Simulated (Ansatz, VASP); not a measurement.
TaN: VASP beside Ansatz

```xyz
2
Lattice="0.1790 2.2610 2.2610 2.2610 0.1790 2.2610 2.2610 2.2610 0.1790" Properties=species:S:1:pos:R:3 pbc="T T T"
Ta    2.3505    2.3505    2.3505
N     0.0000    0.0000    0.0000
```

Alike in both runs: task single point; functional PBEsol; k mesh 20 × 20 × 20; occupations gaussian, width 0.15 eV; no spin polarisation.

|  | VASP | Ansatz |
| --- | --- | --- |
| version | VASP 6.6.1 | Ansatz 0.2.0 |
| potentials or method | VASP PAW PBE potentials, release 64 (Ta_pv, N), cutoff 520 eV | scalar-relativistic, plane waves, PAW |
| valence electrons in the cell | 16 | 18 |

Ansatz gave:

- gap on the k mesh at the Fermi level (eV): none
- pressure (GPa): 10.9
- traceless stress, the component that is largest in VASP (GPa): -5.16

Task: What did VASP give for the same quantities?

Result: gap on the k mesh at the Fermi level (eV): none; pressure (GPa): 12.3; traceless stress, the component that is largest in VASP (GPa): -5.06.

VASP's potentials were made for PBE, not for PBEsol, and Ansatz warns of the same on its side. A gap of «none» marks a metal or a gap that the smearing closes. VASP's potentials hold 16 valence electrons a cell and Ansatz's 18, so a difference there can come from the potentials and not from the codes.

Spin-orbit coupling is off throughout.
